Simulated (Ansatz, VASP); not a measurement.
# Ir in VASP and in Ansatz

```xyz
3
Lattice="4.3362 0.0000 0.0000 -2.1681 3.7553 0.0000 0.0000 0.0000 2.6676" Properties=species:S:1:pos:R:3 pbc="T T T"
Ir    0.0000    0.0000    0.0000
Ir    0.0000    2.5035    1.3338
Ir    2.1681    1.2518    1.3338
```

Alike in both runs: functional PBEsol; k mesh 12 × 12 × 16; occupations gaussian, width 0.1 eV; no spin polarisation.

Ansatz relaxed the structure, and its values are those at the end. VASP's run is a single point on that final structure, the one shown.

```csv
,VASP,Ansatz
version,VASP 6.6.1,Ansatz 0.2.0
potentials or method,"VASP PAW PBE potentials, release 64 (Ir), cutoff 520 eV","scalar-relativistic, plane waves, PAW"
valence electrons in the cell,27,51
```

VASP gave:

| Item | Value |
| --- | --- |
| gap on the k mesh at the Fermi level (eV) | none |
| pressure (GPa) | 0.8 |

Question: Estimate Ansatz's values.

Answer: gap on the k mesh at the Fermi level (eV): none; pressure (GPa): 0.0.

VASP's potentials were made for PBE, not for PBEsol. A gap of «none» marks a metal or a gap that the smearing closes. VASP's potentials hold 27 valence electrons a cell and Ansatz's 51, so a difference there can come from the potentials and not from the codes.

Neither program's run includes spin-orbit coupling.
